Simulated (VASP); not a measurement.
# HfN (Cm) in VASP: single point with PBE

Aim: the single point of HfN with PBE.

Program: VASP 6.6.1. These are calculated values, not measurements. Logs are shortened: lines on timing, memory, paths and dates and some standing lists are left out, and cuts for length are marked.

## 1. The cell of the first run

Symmetry: Cm, No. 8, monoclinic system. The conventional cell has a = 5.533 Å, b = 3.195 Å, c = 3.195 Å, α = 90.00°, β = 125.26°, γ = 90.00°. Hf (site symmetry m) has 6 N at 2.06 to 2.46 Å within 2.7 Å. N (site symmetry m) has 6 Hf at 2.06 to 2.46 Å within 2.7 Å.

## 2. Single point, PBE (atom 1 (Hf) moved by (-0.100, -0.200) A along [1 1 0] and z)

INCAR

```
ALGO = Normal
EDIFF = 1E-6
ENCUT = 520
GGA = PE
ISIF = 2
ISMEAR = 1
LASPH = T
LCHARG = F
LREAL = F
LWAVE = F
NBANDS = 14
NELM = 60
PREC = Accurate
SIGMA = 0.2
```

KPOINTS

```
k-points
0
Gamma
  18 18 18
```

POSCAR

```
HfN
1.0
    0.0000000000      2.2590000000      2.2590000000
    2.2590000000      0.0000000000      2.2590000000
    2.2590000000      2.2590000000      0.0000000000
Hf N
1 1
Direct
   -0.0442673749     -0.0442673749      0.0129656139
    0.5000000000      0.5000000000      0.5000000000
```

Potentials or basis: VASP PAW PBE potentials, release 64 (Hf_pv, N).

Started as:

```sh
$ cat potpaw_PBE.64/Hf_pv/POTCAR potpaw_PBE.64/N/POTCAR > POTCAR
$ mpirun -np 1 vasp_std > vasp.out
```

OUTCAR:

```text
EDIFF = 1E-6
   ENCUT = 520
   GGA = PE
   ISIF = 2
   ISMEAR = 1
   LASPH = T
   LREAL = F
   NELM = 60
   PREC = Accurate

 ion  position               nearest neighbor table
   1  0.956  0.956  0.013-   2 2.06   2 2.20   2 2.20   2 2.34   2 2.34   2 2.46
   2  0.500  0.500  0.500-   1 2.06   1 2.20   1 2.20   1 2.34   1 2.34   1 2.46

  LATTYP: Found a face centered cubic cell.
 ALAT       =     4.5180000000

  Lattice vectors:

 A1 = (   0.0000000000,   2.2590000000,   2.2590000000)
 A2 = (   2.2590000000,   0.0000000000,   2.2590000000)
 A3 = (   2.2590000000,   2.2590000000,   0.0000000000)

Analysis of symmetry for initial positions (statically):
=====================================================================
 Subroutine PRICEL returns:
 Original cell was already a primitive cell.

 Routine SETGRP: Setting up the symmetry group for a
 face centered cubic supercell.

 Subroutine GETGRP returns: Found  2 space group operations
 (whereof  2 operations were pure point group operations)
 out of a pool of 48 trial point group operations.

The static configuration has the point symmetry C_1h.

Analysis of symmetry for dynamics (positions and initial velocities):
=====================================================================
 Subroutine PRICEL returns:
 Original cell was already a primitive cell.

 Routine SETGRP: Setting up the symmetry group for a
 face centered cubic supercell.

 Subroutine GETGRP returns: Found  2 space group operations
 (whereof  2 operations were pure point group operations)
 out of a pool of 48 trial point group operations.

The dynamic configuration has the point symmetry C_1h.

 Subroutine INISYM returns: Found  2 space group operations
 (whereof  2 operations are pure point group operations),
 and found     1 'primitive' translations

----------------------------------------------------------------------------------------

                                     Primitive cell

  volume of cell :      23.0557

  direct lattice vectors                    reciprocal lattice vectors
     0.000000000  2.259000000  2.259000000    -0.221336875  0.221336875  0.221336875
     2.259000000  0.000000000  2.259000000     0.221336875 -0.221336875  0.221336875
     2.259000000  2.259000000  0.000000000     0.221336875  0.221336875 -0.221336875

  length of vectors
     3.194708437  3.194708437  3.194708437     0.383366713  0.383366713  0.383366713

  position of ions in fractional coordinates (direct lattice)
     0.955732625  0.955732625  0.012965614
     0.500000000  0.500000000  0.500000000

  ion indices of the primitive-cell ions
   primitive index   ion index
                 1           1
                 2           2

----------------------------------------------------------------------------------------

 KPOINTS: k-points

Automatic generation of k-mesh.
 Grid dimensions read from file:
 generate k-points for:   18   18   18

 Generating k-lattice:

  Cartesian coordinates                     Fractional coordinates (reciprocal lattice)
    -0.012296493  0.012296493  0.012296493     0.055555556  0.000000000  0.000000000
     0.012296493 -0.012296493  0.012296493     0.000000000  0.055555556  0.000000000
     0.012296493  0.012296493 -0.012296493     0.000000000  0.000000000  0.055555556

  Length of vectors
     0.021298151  0.021298151  0.021298151

  Shift w.r.t. Gamma in fractional coordinates (k-lattice)
     0.000000000  0.000000000  0.000000000

 Subroutine IBZKPT returns following result:
 ===========================================

 Found   1550 irreducible k-points:

 Following reciprocal coordinates:
            Coordinates               Weight
  0.000000  0.000000  0.000000      1.000000
  0.055556  0.000000  0.000000      4.000000
  0.000000  0.000000  0.055556      2.000000
  0.055556  0.055556  0.055556      2.000000
  0.111111  0.000000  0.000000      4.000000
  0.000000  0.000000  0.111111      2.000000
[... 16 lines left out ...]
  0.444444  0.000000  0.000000      4.000000
  0.000000  0.000000  0.444444      2.000000
 [... further k-points ...]
   k-points           NKPTS =   1550   k-points in BZ     NKDIM =   1550   number of bands    NBANDS=     14
   number of dos      NEDOS =    301   number of ions     NIONS =      2
   total plane-waves  NPLWV =  13824
   dimension x,y,z NGX =    24 NGY =   24 NGZ =   24
   dimension x,y,z NGXF=    48 NGYF=   48 NGZF=   48
   ions per type =               1   1
   NGX,Y,Z   is equivalent  to a cutoff of  12.49, 12.49, 12.49 a.u.
   NGXF,Y,Z  is equivalent  to a cutoff of  24.98, 24.98, 24.98 a.u.
 SYSTEM =  unknown system
   PREC   = accura    normal or accurate (medium, high low for compatibility)
   ISTART =      0    job   : 0-new  1-cont  2-samecut
   ICHARG =      2    charge: 1-file 2-atom 10-const
   ISPIN  =      1    spin polarized calculation?
   LNONCOLLINEAR =      F non collinear calculations
   LSORBIT =      F    spin-orbit coupling
   LASPH  =      T    aspherical Exc in radial PAW
   ENCUT  =  520.0 eV  38.22 Ry    6.18 a.u.   5.94  5.94  5.94*2*pi/ulx,y,z
   NELM   =     60;   NELMIN=  2; NELMDL= -5     # of ELM steps
   EDIFF  = 0.1E-05   stopping-criterion for ELM
   LREAL  =      F    real-space projection
[... 7 lines left out ...]
   TEBEG  =    0.0;   TEEND  =   0.0 temperature during run
   PSTRESS=    0.0 pullay stress
   NELECT =      15.0000    total number of electrons
   NUPDOWN=      -1.0000    fix difference up-down
   EMIN   =  10.00;   EMAX   =-10.00  energy-range for DOS
   EFERMI =   0.00;   METHOD = LEGACY
   ISMEAR =     1;   SIGMA  =   0.20  broadening in eV -4-tet -1-fermi 0-gaus
   EFERMI_NEDOS =   21; number of points for ismear=-14 and -15
   IALGO  =     38    algorithm
   IMIX   =      4    mixing-type and parameters
     AMIX     =   0.40;   BMIX     =  1.00
     AMIX_MAG =   1.60;   BMIX_MAG =  1.00
  volume/ion in A,a.u.               =      11.53        77.79
  Fermi-wavevector in a.u.,A,eV,Ry     =   1.418553  2.680677 27.378918  2.012294
  Thomas-Fermi vector in A             =   2.539667
   LORBIT       =      0    0 simple, 1 ext, 2 COOP (PROOUT), +10 PAW based schemes
   GGA     = PE    functional components
   LHFCALC =     F    Hartree Fock is set to
   AEXX    =    0.0000 exact exchange contribution
   IVDW    =     0    specifies the selected vdW correction
   LEPSILON=     F    determine dielectric tensor
   LRPA    =     F    only Hartree local field effects (RPA)
 non-spin polarized calculation
 Methfessel and Paxton  Order N= 1 SIGMA  =   0.20
  energy-cutoff  :      520.00
  volume of cell :       23.06
 maximum number of plane-waves:       636
   NGX = 11   NGY = 11   NGZ = 11

 number of electron      15.0000001 magnetization

 Free energy of the ion-electron system (eV)
  ---------------------------------------------------
  ext. energy  EPLUGINS =         0.00000000
  ---------------------------------------------------
  free energy    TOTEN  =       -21.45819177 eV

  energy without entropy =      -21.45868283  energy(sigma->0) =      -21.45835546

 E-fermi :   8.3396     XC(G=0): -12.7109

 val. band max:        8.3362435016   @ k =   0.2778  -0.2778  -0.2778
 cond. band min:       8.3432558233   @ k =   0.5000  -0.2778   0.4444
 fundamental gap:      0.0070123217
 Fermi energy:         8.3395627141

 k-point     1 :       0.0000    0.0000    0.0000
  band No.  band energies     occupation
      1     -22.7612      2.00000
      2     -22.7026      2.00000
      3     -22.7024      2.00000
      4      -9.1289      2.00000
      5       4.6493      2.00000
      6       4.7231      2.00000
      7       4.7994      2.00000
      8       8.0858      2.07036
      9       8.6357     -0.05699
     10       8.9383     -0.00019
     11      10.0660     -0.00000
     12      10.5948     -0.00000
     13      11.2326     -0.00000
     14      17.8380      0.00000

 k-point     2 :       0.0556    0.0000    0.0000
  band No.  band energies     occupation
      1     -22.7787      2.00000
      2     -22.7207      2.00000
      3     -22.7051      2.00000
      4      -9.0575      2.00000
      5       4.2513      2.00000
      6       4.6532      2.00000
      7       4.8540      2.00000
      8       8.1086      2.06927
      9       8.5831     -0.07090
     10       8.8867     -0.00076
     11      10.3020     -0.00000
     12      10.9043     -0.00000
     13      11.4956     -0.00000
     14      18.0832      0.00000

 k-point     3 :       0.0000    0.0000    0.0556
  band No.  band energies     occupation
      1     -22.7741      2.00000
      2     -22.7252      2.00000
      3     -22.7055      2.00000
      4      -9.0567      2.00000
      5       4.2354      2.00000
      6       4.6214      2.00000
      7       4.9287      2.00000
      8       8.0483      2.05910
      9       8.6109     -0.06647
     10       8.8791     -0.00092
     11      10.3004     -0.00000
     12      10.8804     -0.00000
     13      11.5341     -0.00000
     14      18.0806      0.00000
[... 324 lines left out ...]
 k-point    23 :       0.4444    0.0000    0.0000
  band No.  band energies     occupation
      1     -23.6727      2.00000
      2     -22.8252      2.00000
      3     -22.7916      2.00000
      4      -6.5816      2.00000
      5      -0.3230      2.00000
      6       2.2572      2.00000
      7       2.4126      2.00000
      8      10.7811     -0.00000
      9      11.7312     -0.00000
     10      12.0638     -0.00000
     11      13.1238      0.00000
     12      16.4655      0.00000
     13      17.1659      0.00000
     14      20.1921      0.00000

 k-point    24 :       0.0000    0.0000    0.4444
  band No.  band energies     occupation
      1     -23.6731      2.00000
      2     -22.8339      2.00000
      3     -22.7940      2.00000
      4      -6.5482      2.00000
      5      -0.3497      2.00000
      6       2.3241      2.00000
      7       2.4927      2.00000
      8      10.7212     -0.00000
      9      11.8211     -0.00000
     10      11.8298     -0.00000
     11      13.0084      0.00000
     12      16.3068      0.00000
     13      17.1263      0.00000
     14      20.2993      0.00000

 [... further k-points ...]

------------------------ aborting loop because EDIFF is reached ----------------------------------------

  FORCE on cell =-STRESS in cart. coord.  units (eV):
  Direction    XX          YY          ZZ          XY          YZ          ZX
  --------------------------------------------------------------------------------------
  -------------------------------------------------------------------------------------
  Total        0.7402958      0.7402958      2.7383639     -0.0247681     -0.1293965     -0.1293964
  in kB       51.4442906     51.4442906    190.2931055     -1.7211703     -8.9919605     -8.9919571
  external PRESSURE =      97.7272289 kB  Pullay stress =       0.0000000 kB

 VOLUME and BASIS-vectors are now :
 -----------------------------------------------------------------------------
  energy-cutoff  :      520.00
  volume of cell :       23.06
      direct lattice vectors                 reciprocal lattice vectors
     0.000000000  2.259000000  2.259000000    -0.221336875  0.221336875  0.221336875
     2.259000000  0.000000000  2.259000000     0.221336875 -0.221336875  0.221336875
     2.259000000  2.259000000  0.000000000     0.221336875  0.221336875 -0.221336875

 POSITION                                       TOTAL-FORCE (eV/Angst)
 -----------------------------------------------------------------------------------
      2.18829      2.18829      4.31800         0.773090      0.773090      2.464233
      2.25900      2.25900      2.25900        -0.773090     -0.773090     -2.464233
 -----------------------------------------------------------------------------------
    total drift:                               -0.000022     -0.000022     -0.000090

  FREE ENERGIE OF THE ION-ELECTRON SYSTEM (eV)
  ---------------------------------------------------
  free  energy   TOTEN  =       -21.4581917666 eV

  energy  without entropy=      -21.4586828330  energy(sigma->0) =      -21.45835546
```

Wall time 6.7 min (1 thread of Intel Xeon 8259CL, shared host); peak memory 0.56 GiB.

Results:

* Free energy: -21.4582 eV
* Pressure: 9.8 GPa
* Largest force: 2.696 eV/Å
* Band gap on the k mesh: zero (an odd number of electrons rules out a gap without spin polarisation)

Forces in eV/Å, atoms in the order of the input:
```
Hf   0.773  0.773  2.464
N   -0.773 -0.773 -2.464
```

Stress tensor (GPa, compression positive):
```
 5.14 -0.17 -0.90
-0.17  5.14 -0.90
-0.90 -0.90 19.03
```

Levels at points of the mesh, in eV from the Fermi level:
```tsv
k point	band 4	band 5	band 6	band 7	band 8	band 9	band 10	band 11	band 12	band 13
(0.00, 0.00, 0.00)	-17.47	-3.69	-3.62	-3.54	-0.25	0.30	0.60	1.73	2.26	2.89
(0.50, 0.00, 0.00)	-14.82	-8.79	-6.14	-5.99	2.92	3.46	3.90	4.54	8.24	9.00
(0.00, 0.00, 0.50)	-14.79	-8.82	-6.07	-5.91	3.04	3.25	3.71	4.51	8.06	8.92
(0.50, 0.50, 0.50)	-14.89	-8.74	-6.22	-6.22	3.03	3.72	3.93	4.87	8.44	9.29
(0.50, 0.50, 0.00)	-16.32	-5.28	-4.43	-3.72	-2.95	4.27	5.09	5.56	5.56	6.70
(0.00, 0.50, 0.50)	-16.34	-5.39	-5.20	-3.80	-2.04	4.40	5.29	5.56	5.60	7.69
```

Caveat: the cell differs from its parent crystal (atom 1 (Hf) moved by (-0.100, -0.200) A along [1 1 0] and z); the stress differs along the axes, from 5 to 19 GPa; spin-orbit coupling is left out, which moves the levels of the heavy elements; an odd number of electrons without spin polarisation forces a metal; a magnetic or distorted state may lie lower.
